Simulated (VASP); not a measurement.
# ZnSe (F-43m) in VASP: a series of runs

Runs on ZnSe. Level: PBE. Tasks: single point.

All numbers are computed with VASP 6.6.1; they aren't measurements. Logs are shortened: lines on timing, memory, paths and dates and some standing lists are left out, and cuts for length are marked.

## 1. The cell of the first run

The structure is cubic, space group F-43m (No. 216). The conventional cell has a = 5.665 Å, b = 5.665 Å, c = 5.665 Å, α = 90.00°, β = 90.00°, γ = 90.00°. Zn (site symmetry -43m) has 4 Se at 2.45 Å within 3.2 Å. Within 3.2 Å of Se (site symmetry -43m) lie 4 Zn at 2.45 Å.

## 2. Single point, PBE

The input, INCAR:

```
ALGO     = Normal         # electronic algorithm
EDIFF    = 1E-6           # SCF threshold, eV
ENCUT    = 520            # plane-wave cutoff, eV
GGA      = PE             # functional
ISIF     = 2              # what is computed and relaxed
ISMEAR   = 0              # smearing method
LASPH    = T              # aspherical terms in the spheres
LCHARG   = F              # write CHGCAR
LREAL    = F              # projectors in reciprocal space
LWAVE    = F              # write WAVECAR
NBANDS   = 16             # bands
NELM     = 100            # most SCF steps
PREC     = Accurate       # precision mode
SIGMA    = 0.01           # smearing width, eV
```

The input, KPOINTS:

```
k-points
0
Gamma
  6 6 6
```

The input, POSCAR:

```
ZnSe
1.0
    0.0000000000      2.8324253885      2.8324253885
    2.8324253885      0.0000000000      2.8324253885
    2.8324253885      2.8324253885      0.0000000000
Zn Se
1 1
Direct
    0.0000000000      0.0000000000      0.0000000000
    0.7500000000      0.7500000000      0.7500000000
```

Potentials or basis: VASP PAW PBE potentials, release 64 (Zn, Se).

Command:

```console
$ cat potpaw_PBE.64/Zn/POTCAR potpaw_PBE.64/Se/POTCAR > POTCAR
$ mpirun -np 1 vasp_std > vasp.out
```

OUTCAR:

```text
EDIFF = 1E-6
   ENCUT = 520
   GGA = PE
   ISIF = 2
   ISMEAR = 0
   LASPH = T
   LREAL = F
   NELM = 100
   PREC = Accurate

 ion  position               nearest neighbor table
   1  0.000  0.000  0.000-   2 2.45   2 2.45   2 2.45   2 2.45
   2  0.750  0.750  0.750-   1 2.45   1 2.45   1 2.45   1 2.45

  LATTYP: Found a face centered cubic cell.
 ALAT       =     5.6648507770

  Lattice vectors:

 A1 = (   0.0000000000,   2.8324253885,   2.8324253885)
 A2 = (   2.8324253885,   0.0000000000,   2.8324253885)
 A3 = (   2.8324253885,   2.8324253885,   0.0000000000)

Analysis of symmetry for initial positions (statically):
=====================================================================
 Subroutine PRICEL returns:
 Original cell was already a primitive cell.

 Routine SETGRP: Setting up the symmetry group for a
 face centered cubic supercell.

 Subroutine GETGRP returns: Found 24 space group operations
 (whereof 24 operations were pure point group operations)
 out of a pool of 48 trial point group operations.

The static configuration has the point symmetry T_d .

Analysis of symmetry for dynamics (positions and initial velocities):
=====================================================================
 Subroutine PRICEL returns:
 Original cell was already a primitive cell.

 Routine SETGRP: Setting up the symmetry group for a
 face centered cubic supercell.

 Subroutine GETGRP returns: Found 24 space group operations
 (whereof 24 operations were pure point group operations)
 out of a pool of 48 trial point group operations.

The dynamic configuration has the point symmetry T_d .

 Subroutine INISYM returns: Found 24 space group operations
 (whereof 24 operations are pure point group operations),
 and found     1 'primitive' translations

----------------------------------------------------------------------------------------

                                     Primitive cell

  volume of cell :      45.4470

  direct lattice vectors                    reciprocal lattice vectors
     0.000000000  2.832425388  2.832425388    -0.176527157  0.176527157  0.176527157
     2.832425388  0.000000000  2.832425388     0.176527157 -0.176527157  0.176527157
     2.832425388  2.832425388  0.000000000     0.176527157  0.176527157 -0.176527157

  length of vectors
     4.005654399  4.005654399  4.005654399     0.305754004  0.305754004  0.305754004

  position of ions in fractional coordinates (direct lattice)
     0.000000000  0.000000000  0.000000000
     0.750000000  0.750000000  0.750000000

  ion indices of the primitive-cell ions
   primitive index   ion index
                 1           1
                 2           2

----------------------------------------------------------------------------------------

 KPOINTS: k-points

Automatic generation of k-mesh.
 Grid dimensions read from file:
 generate k-points for:    6    6    6

 Generating k-lattice:

  Cartesian coordinates                     Fractional coordinates (reciprocal lattice)
    -0.029421193  0.029421193  0.029421193     0.166666667  0.000000000  0.000000000
     0.029421193 -0.029421193  0.029421193     0.000000000  0.166666667  0.000000000
     0.029421193  0.029421193 -0.029421193     0.000000000  0.000000000  0.166666667

  Length of vectors
     0.050959001  0.050959001  0.050959001

  Shift w.r.t. Gamma in fractional coordinates (k-lattice)
     0.000000000  0.000000000  0.000000000

 Subroutine IBZKPT returns following result:
 ===========================================

 Found     16 irreducible k-points:

 Following reciprocal coordinates:
            Coordinates               Weight
  0.000000  0.000000  0.000000      1.000000
  0.166667  0.000000  0.000000      8.000000
  0.333333  0.000000  0.000000      8.000000
  0.500000  0.000000  0.000000      4.000000
  0.166667  0.166667  0.000000      6.000000
  0.333333  0.166667  0.000000     24.000000
[... 8 lines left out ...]
 -0.333333  0.333333  0.166667     24.000000
 -0.333333  0.500000  0.166667     12.000000
   k-points           NKPTS =     16   k-points in BZ     NKDIM =     16   number of bands    NBANDS=     16
   number of dos      NEDOS =    301   number of ions     NIONS =      2
   total plane-waves  NPLWV =  27000
   dimension x,y,z NGX =    30 NGY =   30 NGZ =   30
   dimension x,y,z NGXF=    60 NGYF=   60 NGZF=   60
   ions per type =               1   1
   NGX,Y,Z   is equivalent  to a cutoff of  12.45, 12.45, 12.45 a.u.
   NGXF,Y,Z  is equivalent  to a cutoff of  24.90, 24.90, 24.90 a.u.
 SYSTEM =  unknown system
   PREC   = accura    normal or accurate (medium, high low for compatibility)
   ISTART =      0    job   : 0-new  1-cont  2-samecut
   ICHARG =      2    charge: 1-file 2-atom 10-const
   ISPIN  =      1    spin polarized calculation?
   LNONCOLLINEAR =      F non collinear calculations
   LSORBIT =      F    spin-orbit coupling
   LASPH  =      T    aspherical Exc in radial PAW
   ENCUT  =  520.0 eV  38.22 Ry    6.18 a.u.   7.45  7.45  7.45*2*pi/ulx,y,z
   NELM   =    100;   NELMIN=  2; NELMDL= -5     # of ELM steps
   EDIFF  = 0.1E-05   stopping-criterion for ELM
   LREAL  =      F    real-space projection
   EDIFFG = 0.1E-04   stopping-criterion for IOM
   NSW    =      0    number of steps for IOM
   IBRION =     -1    ionic relax: 0-MD 1-quasi-New 2-CG
   NFREE  =      0    steps in history (QN), initial steepest desc. (CG)
   ISIF   =      2    stress and relaxation
   ISYM   =      2    0-nonsym 1-usesym 2-fastsym
   POTIM  = 0.5000    time-step for ionic-motion
   TEBEG  =    0.0;   TEEND  =   0.0 temperature during run
   PSTRESS=    0.0 pullay stress
   NELECT =      18.0000    total number of electrons
   NUPDOWN=      -1.0000    fix difference up-down
   EMIN   =  10.00;   EMAX   =-10.00  energy-range for DOS
   EFERMI =   0.00;   METHOD = LEGACY
   ISMEAR =     0;   SIGMA  =   0.01  broadening in eV -4-tet -1-fermi 0-gaus
   EFERMI_NEDOS =   21; number of points for ismear=-14 and -15
   IALGO  =     38    algorithm
   IMIX   =      4    mixing-type and parameters
     AMIX     =   0.40;   BMIX     =  1.00
     AMIX_MAG =   1.60;   BMIX_MAG =  1.00
  volume/ion in A,a.u.               =      22.72       153.35
  Fermi-wavevector in a.u.,A,eV,Ry     =   1.202257  2.271936 19.666147  1.445421
  Thomas-Fermi vector in A             =   2.338043
   LORBIT       =      0    0 simple, 1 ext, 2 COOP (PROOUT), +10 PAW based schemes
   GGA     = PE    functional components
   LHFCALC =     F    Hartree Fock is set to
   AEXX    =    0.0000 exact exchange contribution
   IVDW    =     0    specifies the selected vdW correction
   LEPSILON=     F    determine dielectric tensor
   LRPA    =     F    only Hartree local field effects (RPA)
 non-spin polarized calculation
 Gauss-broadening in eV      SIGMA  =   0.01
  energy-cutoff  :      520.00
  volume of cell :       45.45
 maximum number of plane-waves:      1243
 NGX is ok and might be reduce to    30
   NGX = 15   NGY = 15   NGZ = 15

 number of electron      18.0000011 magnetization

 Free energy of the ion-electron system (eV)
  ---------------------------------------------------
  ext. energy  EPLUGINS =         0.00000000
  ---------------------------------------------------
  free energy    TOTEN  =        -6.01391883 eV

  energy without entropy =       -6.01391883  energy(sigma->0) =       -6.01391883

 E-fermi :   1.6845     XC(G=0):  -9.3268

 val. band max:        1.6291811713   @ k =   0.0000   0.0000   0.0000
 cond. band min:       2.9238644545   @ k =   0.0000   0.0000   0.0000
 fundamental gap:      1.2946832832
 Fermi energy:         1.6845353385

 k-point     1 :       0.0000    0.0000    0.0000
  band No.  band energies     occupation
      1     -11.6388      2.00000
      2      -4.9254      2.00000
      3      -4.9254      2.00000
      4      -4.9254      2.00000
      5      -4.5547      2.00000
      6      -4.5547      2.00000
[... 8 lines left out ...]
     15      13.0905      0.00000
     16      13.0905      0.00000

 k-point     2 :       0.1667    0.0000    0.0000
  band No.  band energies     occupation
      1     -11.4638      2.00000
      2      -4.9092      2.00000
      3      -4.8987      2.00000
      4      -4.8987      2.00000
      5      -4.5564      2.00000
      6      -4.5564      2.00000
[... 8 lines left out ...]
     15      12.0905      0.00000
     16      12.6527      0.00000

 k-point     3 :       0.3333    0.0000    0.0000
  band No.  band energies     occupation
      1     -11.0711      2.00000
      2      -4.8539      2.00000
      3      -4.8539      2.00000
      4      -4.7551      2.00000
      5      -4.5481      2.00000
      6      -4.5481      2.00000
[... 8 lines left out ...]
     15      12.6827      0.00000
     16      12.6827      0.00000

 k-point     4 :       0.5000    0.0000    0.0000
  band No.  band energies     occupation
      1     -10.8468      2.00000
      2      -4.8376      2.00000
      3      -4.8376      2.00000
      4      -4.5362      2.00000
      5      -4.5362      2.00000
      6      -4.3954      2.00000
[... 8 lines left out ...]
     15      14.7400      0.00000
     16      14.7400      0.00000

 k-point     5 :       0.1667    0.1667    0.0000
  band No.  band energies     occupation
      1     -11.4053      2.00000
      2      -4.9372      2.00000
      3      -4.8730      2.00000
      4      -4.8730      2.00000
      5      -4.5729      2.00000
      6      -4.5425      2.00000
[... 8 lines left out ...]
     15      13.4810      0.00000
     16      13.6614      0.00000

 k-point     6 :       0.3333    0.1667    0.0000
  band No.  band energies     occupation
      1     -11.0814      2.00000
      2      -4.8914      2.00000
      3      -4.8198      2.00000
      4      -4.7982      2.00000
      5      -4.5661      2.00000
      6      -4.5323      2.00000
[... 8 lines left out ...]
     15      13.8308      0.00000
     16      14.2030      0.00000

 k-point     7 :       0.5000    0.1667    0.0000
  band No.  band energies     occupation
      1     -10.7860      2.00000
      2      -4.8364      2.00000
      3      -4.7973      2.00000
      4      -4.6070      2.00000
      5      -4.5326      2.00000
      6      -4.4171      2.00000
[... 8 lines left out ...]
     15      14.4313      0.00000
     16      14.7844      0.00000

 k-point     8 :      -0.3333    0.1667    0.0000
  band No.  band energies     occupation
      1     -10.8614      2.00000
      2      -4.8304      2.00000
      3      -4.8162      2.00000
      4      -4.6312      2.00000
      5      -4.5583      2.00000
      6      -4.4998      2.00000
[... 8 lines left out ...]
     15      13.3339      0.00000
     16      14.8137      0.00000

 k-point     9 :      -0.1667    0.1667    0.0000
  band No.  band energies     occupation
      1     -11.2130      2.00000
      2      -4.8674      2.00000
      3      -4.8664      2.00000
      4      -4.8470      2.00000
      5      -4.5698      2.00000
      6      -4.5388      2.00000
[... 8 lines left out ...]
     15      12.8633      0.00000
     16      14.3073      0.00000

 k-point    10 :       0.3333    0.3333    0.0000
  band No.  band energies     occupation
      1     -10.8793      2.00000
      2      -4.9193      2.00000
      3      -4.7478      2.00000
      4      -4.7478      2.00000
      5      -4.5525      2.00000
      6      -4.5183      2.00000
[... 8 lines left out ...]
     15      14.5785      0.00000
     16      16.9007      0.00000

 k-point    11 :       0.5000    0.3333    0.0000
  band No.  band energies     occupation
      1     -10.6519      2.00000
      2      -4.8604      2.00000
      3      -4.7130      2.00000
      4      -4.6781      2.00000
      5      -4.5194      2.00000
      6      -4.4000      2.00000
[... 8 lines left out ...]
     15      15.1199      0.00000
     16      15.9184      0.00000

 k-point    12 :      -0.3333    0.3333    0.0000
  band No.  band energies     occupation
      1     -10.6450      2.00000
      2      -4.8270      2.00000
      3      -4.7448      2.00000
      4      -4.5968      2.00000
      5      -4.5466      2.00000
      6      -4.3244      2.00000
[... 8 lines left out ...]
     15      12.7872      0.00000
     16      17.2308      0.00000

 k-point    13 :       0.5000    0.5000    0.0000
  band No.  band energies     occupation
      1     -10.5776      2.00000
      2      -4.8943      2.00000
      3      -4.6717      2.00000
      4      -4.6717      2.00000
      5      -4.5061      2.00000
      6      -4.3749      2.00000
[... 8 lines left out ...]
     15      15.5630      0.00000
     16      16.0601      0.00000

 k-point    14 :       0.5000    0.3333    0.1667
  band No.  band energies     occupation
      1     -10.7982      2.00000
      2      -4.8330      2.00000
      3      -4.7865      2.00000
      4      -4.6855      2.00000
      5      -4.5383      2.00000
      6      -4.4881      2.00000
[... 8 lines left out ...]
     15      14.5188      0.00000
     16      15.9392      0.00000

 k-point    15 :      -0.3333    0.3333    0.1667
  band No.  band energies     occupation
      1     -10.6450      2.00000
      2      -4.8128      2.00000
      3      -4.7573      2.00000
      4      -4.5905      2.00000
      5      -4.5609      2.00000
      6      -4.3106      2.00000
[... 8 lines left out ...]
     15      14.6995      0.00000
     16      15.6551      0.00000

 k-point    16 :      -0.3333    0.5000    0.1667
  band No.  band energies     occupation
      1     -10.5739      2.00000
      2      -4.8280      2.00000
      3      -4.7082      2.00000
      4      -4.6355      2.00000
      5      -4.5403      2.00000
      6      -4.2827      2.00000
[... 8 lines left out ...]
     15      15.3927      0.00000
     16      15.8169      0.00000

------------------------ aborting loop because EDIFF is reached ----------------------------------------

  FORCE on cell =-STRESS in cart. coord.  units (eV):
  Direction    XX          YY          ZZ          XY          YZ          ZX
  --------------------------------------------------------------------------------------
  -------------------------------------------------------------------------------------
  Total        0.7002684      0.7002684      0.7002684      0.0000000      0.0000000     -0.0000000
  in kB       24.6870785     24.6870785     24.6870785      0.0000000      0.0000000     -0.0000000
  external PRESSURE =      24.6870785 kB  Pullay stress =       0.0000000 kB

 VOLUME and BASIS-vectors are now :
 -----------------------------------------------------------------------------
  energy-cutoff  :      520.00
  volume of cell :       45.45
      direct lattice vectors                 reciprocal lattice vectors
     0.000000000  2.832425388  2.832425388    -0.176527157  0.176527157  0.176527157
     2.832425388  0.000000000  2.832425388     0.176527157 -0.176527157  0.176527157
     2.832425388  2.832425388  0.000000000     0.176527157  0.176527157 -0.176527157

 POSITION                                       TOTAL-FORCE (eV/Angst)
 -----------------------------------------------------------------------------------
      0.00000      0.00000      0.00000         0.000000      0.000000      0.000000
      4.24864      4.24864      4.24864        -0.000000     -0.000000     -0.000000
 -----------------------------------------------------------------------------------
    total drift:                                0.000001      0.000001      0.000001

  FREE ENERGIE OF THE ION-ELECTRON SYSTEM (eV)
  ---------------------------------------------------
  free  energy   TOTEN  =        -6.0139188280 eV

  energy  without entropy=       -6.0139188280  energy(sigma->0) =       -6.01391883
```

It took 14 s on 1 thread of Intel Xeon Platinum 8259CL at 2.50GHz (Skylake/Cascade Lake), shared host; peak memory 0.16 GiB.

What came out:

```yaml
Free_energy: -6.0139 eV
Pressure: 2.5 GPa
Band_gap_on_the_k_mesh: 1.29 eV, direct
```

Levels at points of the mesh, in eV from the valence-band top:
| k point | band 7 | band 8 | band 9 | band 10 | band 11 | band 12 |
| --- | --- | --- | --- | --- | --- | --- |
| (0.00, 0.00, 0.00) | 0.00 | 0.00 | 0.00 | 1.29 | 5.80 | 5.80 |
| (0.50, 0.00, 0.00) | -5.24 | -0.87 | -0.87 | 2.54 | 6.38 | 6.38 |
| (0.50, 0.50, 0.00) | -4.76 | -2.19 | -2.19 | 2.98 | 3.46 | 10.75 |

## 3. Single point, PBE

The input, INCAR:

```
SYSTEM = ZnSe
ALGO = Normal
EDIFF = 1E-6
ENCUT = 520
GGA = PE
ISIF = 2
ISMEAR = 0
LASPH = .TRUE.
LCHARG = .FALSE.
LREAL = .FALSE.
LWAVE = .FALSE.
NBANDS = 16
NELM = 100
PREC = Accurate
SIGMA = 0.01
```

The input, KPOINTS:

```
k-points
0
G
  6 6 6
  0 0 0
```

POSCAR is that of step 2.

Potentials or basis: VASP PAW PBE potentials, release 64 (Zn, Se).

Command:

```console
$ cat potpaw_PBE.64/Zn/POTCAR potpaw_PBE.64/Se/POTCAR > POTCAR
$ mpirun -np 1 vasp_std > vasp.out
```

Run time: 17 s. Hardware: 1 thread of Intel Xeon Platinum 8259CL at 2.50GHz (Skylake/Cascade Lake), shared host; peak memory 0.17 GiB.

It converged, with:

| Item | Value |
| --- | --- |
| Free energy | -6.0139 eV |
| Pressure | 2.5 GPa |
| Band gap on the k mesh | 1.29 eV, direct |

Levels at points of the mesh, in eV from the valence-band top:
| k point | band 5 | band 6 | band 7 | band 8 | band 9 | band 10 | band 11 | band 12 | band 13 | band 14 |
| --- | --- | --- | --- | --- | --- | --- | --- | --- | --- | --- |
| (0.00, 0.00, 0.00) | -6.18 | -6.18 | 0.00 | 0.00 | 0.00 | 1.29 | 5.80 | 5.80 | 5.80 | 9.93 |
| (0.50, 0.00, 0.00) | -6.17 | -6.02 | -5.24 | -0.87 | -0.87 | 2.54 | 6.38 | 6.38 | 8.58 | 10.98 |
| (0.50, 0.50, 0.00) | -6.14 | -6.00 | -4.76 | -2.19 | -2.19 | 2.98 | 3.46 | 10.75 | 11.26 | 11.26 |
